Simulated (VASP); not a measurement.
# Ba (Fd-3m) in VASP: further runs

Runs on Ba. Level: PBEsol. Tasks: single point.

Everything below comes from runs of VASP 6.6.1. Logs are shortened: lines on timing, memory, paths and dates and some standing lists are left out, and cuts for length are marked.

### 1 The cell of the first run

The structure is cubic, space group Fd-3m (No. 227). Conventional cell: a = 5.881 Å, b = 5.881 Å, c = 5.881 Å, α = 90.00°, β = 90.00°, γ = 90.00°. Ba (site symmetry -43m) has 4 Ba at 2.55 Å within 3.4 Å.

This isn't the form of Ba at room conditions, which is bcc.

### 2 Single point, PBEsol (25.42 Å³/atom)

File INCAR:

```
ALGO     = Normal         # electronic algorithm
EDIFF    = 1E-7           # SCF threshold, eV
ENCUT    = 520            # plane-wave cutoff, eV
GGA      = PS             # functional
ISIF     = 2              # what is computed and relaxed
ISMEAR   = -1             # smearing method
LASPH    = True           # aspherical terms in the spheres
LCHARG   = False          # write CHGCAR
LREAL    = False          # projectors in reciprocal space
LWAVE    = False          # write WAVECAR
NBANDS   = 17             # bands
NELM     = 100            # most SCF steps
PREC     = Accurate       # precision mode
SIGMA    = 0.05           # smearing width, eV
```

File KPOINTS:

```
k-points
0
Gamma
  9 9 9
```

File POSCAR:

```
Ba
1.0
    0.0000000000      2.9403893908      2.9403893908
    2.9403893908      0.0000000000      2.9403893908
    2.9403893908      2.9403893908      0.0000000000
Ba
2
Direct
   -0.1250000000     -0.1250000000     -0.1250000000
    0.1250000000      0.1250000000      0.1250000000
```

Potentials or basis: VASP PAW PBE potentials, release 64 (Ba_sv).

Command:

```sh
$ cat potpaw_PBE.64/Ba_sv/POTCAR > POTCAR
$ mpirun -np 1 vasp_std > vasp.out
```

OUTCAR:

```text
EDIFF = 1E-7
   ENCUT = 520
   GGA = PS
   ISIF = 2
   ISMEAR = -1
   LASPH = True
   LREAL = False
   NELM = 100
   PREC = Accurate

 ion  position               nearest neighbor table
   1  0.875  0.875  0.875-   2 2.55   2 2.55   2 2.55   2 2.55
   2  0.125  0.125  0.125-   1 2.55   1 2.55   1 2.55   1 2.55

  LATTYP: Found a face centered cubic cell.
 ALAT       =     5.8807787816

  Lattice vectors:

 A1 = (   0.0000000000,   2.9403893908,   2.9403893908)
 A2 = (   2.9403893908,   0.0000000000,   2.9403893908)
 A3 = (   2.9403893908,   2.9403893908,   0.0000000000)

Analysis of symmetry for initial positions (statically):
=====================================================================
 Subroutine PRICEL returns:
 Original cell was already a primitive cell.

 Routine SETGRP: Setting up the symmetry group for a
 face centered cubic supercell.

 Subroutine GETGRP returns: Found 48 space group operations
 (whereof 12 operations were pure point group operations)
 out of a pool of 48 trial point group operations.

The static configuration has the point symmetry D_3d.
 The point group associated with its full space group is O_h .

Analysis of symmetry for dynamics (positions and initial velocities):
=====================================================================
 Subroutine PRICEL returns:
 Original cell was already a primitive cell.

 Routine SETGRP: Setting up the symmetry group for a
 face centered cubic supercell.

 Subroutine GETGRP returns: Found 48 space group operations
 (whereof 12 operations were pure point group operations)
 out of a pool of 48 trial point group operations.

The dynamic configuration has the point symmetry D_3d.
 The point group associated with its full space group is O_h .

 Subroutine INISYM returns: Found 48 space group operations
 (whereof 12 operations are pure point group operations),
 and found     1 'primitive' translations

----------------------------------------------------------------------------------------

                                     Primitive cell

  volume of cell :      50.8446

  direct lattice vectors                    reciprocal lattice vectors
     0.000000000  2.940389391  2.940389391    -0.170045505  0.170045505  0.170045505
     2.940389391  0.000000000  2.940389391     0.170045505 -0.170045505  0.170045505
     2.940389391  2.940389391  0.000000000     0.170045505  0.170045505 -0.170045505

  length of vectors
     4.158338555  4.158338555  4.158338555     0.294527455  0.294527455  0.294527455

  position of ions in fractional coordinates (direct lattice)
     0.875000000  0.875000000  0.875000000
     0.125000000  0.125000000  0.125000000

  ion indices of the primitive-cell ions
   primitive index   ion index
                 1           1
                 2           2

----------------------------------------------------------------------------------------

 KPOINTS: k-points

Automatic generation of k-mesh.
 Grid dimensions read from file:
 generate k-points for:    9    9    9

 Generating k-lattice:

  Cartesian coordinates                     Fractional coordinates (reciprocal lattice)
    -0.018893945  0.018893945  0.018893945     0.111111111  0.000000000  0.000000000
     0.018893945 -0.018893945  0.018893945     0.000000000  0.111111111  0.000000000
     0.018893945  0.018893945 -0.018893945     0.000000000  0.000000000  0.111111111

  Length of vectors
     0.032725273  0.032725273  0.032725273

  Shift w.r.t. Gamma in fractional coordinates (k-lattice)
     0.000000000  0.000000000  0.000000000

 Subroutine IBZKPT returns following result:
 ===========================================

 Found     35 irreducible k-points:

 Following reciprocal coordinates:
            Coordinates               Weight
  0.000000  0.000000  0.000000      1.000000
  0.111111  0.000000  0.000000      8.000000
  0.222222  0.000000  0.000000      8.000000
  0.333333  0.000000  0.000000      8.000000
  0.444444  0.000000  0.000000      8.000000
  0.111111  0.111111  0.000000      6.000000
[... 16 lines left out ...]
 -0.333333  0.333333  0.000000     12.000000
  0.444444  0.444444  0.000000      6.000000
 [... further k-points ...]
   k-points           NKPTS =     35   k-points in BZ     NKDIM =     35   number of bands    NBANDS=     17
   number of dos      NEDOS =    301   number of ions     NIONS =      2
   total plane-waves  NPLWV =  32768
   dimension x,y,z NGX =    32 NGY =   32 NGZ =   32
   dimension x,y,z NGXF=    64 NGYF=   64 NGZF=   64
   ions per type =               2
   NGX,Y,Z   is equivalent  to a cutoff of  12.79, 12.79, 12.79 a.u.
   NGXF,Y,Z  is equivalent  to a cutoff of  25.59, 25.59, 25.59 a.u.
 SYSTEM =  unknown system
   PREC   = accura    normal or accurate (medium, high low for compatibility)
   ISTART =      0    job   : 0-new  1-cont  2-samecut
   ICHARG =      2    charge: 1-file 2-atom 10-const
   ISPIN  =      1    spin polarized calculation?
   LNONCOLLINEAR =      F non collinear calculations
   LSORBIT =      F    spin-orbit coupling
   LASPH  =      T    aspherical Exc in radial PAW
   ENCUT  =  520.0 eV  38.22 Ry    6.18 a.u.   7.73  7.73  7.73*2*pi/ulx,y,z
   NELM   =    100;   NELMIN=  2; NELMDL= -5     # of ELM steps
   EDIFF  = 0.1E-06   stopping-criterion for ELM
   LREAL  =      F    real-space projection
   EDIFFG = 0.1E-05   stopping-criterion for IOM
   NSW    =      0    number of steps for IOM
   IBRION =     -1    ionic relax: 0-MD 1-quasi-New 2-CG
   NFREE  =      0    steps in history (QN), initial steepest desc. (CG)
   ISIF   =      2    stress and relaxation
   ISYM   =      2    0-nonsym 1-usesym 2-fastsym
   POTIM  = 0.5000    time-step for ionic-motion
   TEBEG  =    0.0;   TEEND  =   0.0 temperature during run
   PSTRESS=    0.0 pullay stress
   NELECT =      20.0000    total number of electrons
   NUPDOWN=      -1.0000    fix difference up-down
   EMIN   =  10.00;   EMAX   =-10.00  energy-range for DOS
   EFERMI =   0.00;   METHOD = LEGACY
   ISMEAR =    -1;   SIGMA  =   0.05  broadening in eV -4-tet -1-fermi 0-gaus
   EFERMI_NEDOS =   21; number of points for ismear=-14 and -15
   IALGO  =     38    algorithm
   IMIX   =      4    mixing-type and parameters
     AMIX     =   0.40;   BMIX     =  1.00
     AMIX_MAG =   1.60;   BMIX_MAG =  1.00
  volume/ion in A,a.u.               =      25.42       171.56
  Fermi-wavevector in a.u.,A,eV,Ry     =   1.199508  2.266742 19.576342  1.438821
  Thomas-Fermi vector in A             =   2.335369
   LORBIT       =      0    0 simple, 1 ext, 2 COOP (PROOUT), +10 PAW based schemes
   GGA     = PS    functional components
   LHFCALC =     F    Hartree Fock is set to
   AEXX    =    0.0000 exact exchange contribution
   IVDW    =     0    specifies the selected vdW correction
   LEPSILON=     F    determine dielectric tensor
   LRPA    =     F    only Hartree local field effects (RPA)
 non-spin polarized calculation
  energy-cutoff  :      520.00
  volume of cell :       50.84
 maximum number of plane-waves:      1384
   NGX = 15   NGY = 15   NGZ = 15

 number of electron      20.0000000 magnetization

 Free energy of the ion-electron system (eV)
  ---------------------------------------------------
  ext. energy  EPLUGINS =         0.00000000
  ---------------------------------------------------
  free energy    TOTEN  =         4.40225621 eV

  energy without entropy =        4.41693297  energy(sigma->0) =        4.40959459

 E-fermi :   5.2299     XC(G=0): -10.8496

 val. band max:        5.2256006690   @ k =   0.3333   0.1111   0.0000
 cond. band min:       5.2777412039   @ k =  -0.4444   0.1111   0.0000
 fundamental gap:      0.0521405349
 Fermi energy:         5.2298808510

 k-point     1 :       0.0000    0.0000    0.0000
  band No.  band energies     occupation
      1     -25.7185      2.00000
      2     -19.9506      2.00000
      3     -10.7694      2.00000
      4     -10.7694      2.00000
      5     -10.7694      2.00000
      6      -6.7338      2.00000
[... 9 lines left out ...]
     16      14.5792      0.00000
     17      14.5792      0.00000

 k-point     2 :       0.1111    0.0000    0.0000
  band No.  band energies     occupation
      1     -25.6278      2.00000
      2     -20.1727      2.00000
      3     -10.8635      2.00000
      4     -10.8635      2.00000
      5     -10.7107      2.00000
      6      -6.5736      2.00000
[... 9 lines left out ...]
     16      13.9063      0.00000
     17      13.9063      0.00000

 k-point     3 :       0.2222    0.0000    0.0000
  band No.  band energies     occupation
      1     -25.3707      2.00000
      2     -20.7386      2.00000
      3     -11.0763      2.00000
      4     -11.0763      2.00000
      5     -10.6319      2.00000
      6      -6.1958      2.00000
[... 9 lines left out ...]
     16      12.6747      0.00000
     17      12.6747      0.00000

 k-point     4 :       0.3333    0.0000    0.0000
  band No.  band energies     occupation
      1     -25.0056      2.00000
      2     -21.4212      2.00000
      3     -11.2852      2.00000
      4     -11.2852      2.00000
      5     -10.6299      2.00000
      6      -5.8053      2.00000
[... 9 lines left out ...]
     16      13.3970      0.00000
     17      13.3970      0.00000
[... 343 lines left out ...]
      1     -23.9215      2.00000
      2     -22.9172      2.00000
      3     -12.3153      2.00000
      4     -11.9273      2.00000
      5      -8.5027      2.00000
      6      -7.0688      2.00000
[... 9 lines left out ...]
     16      12.8034      0.00000
     17      13.4652      0.00000

 k-point    23 :      -0.3333    0.3333    0.0000
  band No.  band energies     occupation
      1     -24.0610      2.00000
      2     -22.7533      2.00000
      3     -12.4039      2.00000
      4     -11.7725      2.00000
      5      -8.7798      2.00000
      6      -6.4909      2.00000
[... 9 lines left out ...]
     16      10.9898      0.00000
     17      12.2697      0.00000

 k-point    24 :       0.4444    0.4444    0.0000
  band No.  band energies     occupation
      1     -23.8827      2.00000
      2     -22.9629      2.00000
      3     -12.0794      2.00000
      4     -12.0794      2.00000
      5      -8.2772      2.00000
      6      -7.8444      2.00000
[... 9 lines left out ...]
     16      14.2524      0.00000
     17      14.2927      0.00000

 [... further k-points ...]
[... 5 lines left out ...]
  --------------------------------------------------------------------------------------
  -------------------------------------------------------------------------------------
  Total       26.9953143     26.9953143     26.9953143      0.0000000      0.0000000     -0.0000000
  in kB      850.6569094    850.6569094    850.6569094      0.0000000      0.0000000     -0.0000000
  external PRESSURE =     850.6569094 kB  Pullay stress =       0.0000000 kB

 VOLUME and BASIS-vectors are now :
 -----------------------------------------------------------------------------
  energy-cutoff  :      520.00
  volume of cell :       50.84
      direct lattice vectors                 reciprocal lattice vectors
     0.000000000  2.940389391  2.940389391    -0.170045505  0.170045505  0.170045505
     2.940389391  0.000000000  2.940389391     0.170045505 -0.170045505  0.170045505
     2.940389391  2.940389391  0.000000000     0.170045505  0.170045505 -0.170045505

 POSITION                                       TOTAL-FORCE (eV/Angst)
 -----------------------------------------------------------------------------------
      5.14568      5.14568      5.14568         0.000000      0.000000      0.000000
      0.73510      0.73510      0.73510        -0.000000     -0.000000     -0.000000
 -----------------------------------------------------------------------------------
    total drift:                                0.000000      0.000000     -0.000000

  FREE ENERGIE OF THE ION-ELECTRON SYSTEM (eV)
  ---------------------------------------------------
  free  energy   TOTEN  =         4.4022562120 eV

  energy  without entropy=        4.4169329715  energy(sigma->0) =        4.40959459
```

Run time: 29 s. Hardware: 1 thread of Intel Xeon Platinum 8259CL at 2.50GHz (Skylake/Cascade Lake), shared host; peak memory 0.18 GiB.

What came out:

* Free energy: 4.4023 eV
* Pressure: 85.1 GPa
* Band gap on the k mesh: zero (bands 10 and 11 overlap by 1.27 eV)

Levels at points of the mesh, in eV from the Fermi level:
```csv
k point,band 8,band 9,band 10,band 11,band 12,band 13
"(0.00, 0.00, 0.00)",-11.96,-1.49,-0.39,-0.39,3.12,3.12
```

Caveat: the cell stands under pressure; the PAW data sets were made with another functional, which shifts forces and pressure a little; spin-orbit coupling is left out, which moves the levels of the heavy elements.

(Part 1 of 2 ends here.)

The gap in the log of VASP goes by the Fermi energy; the results here count the filled bands.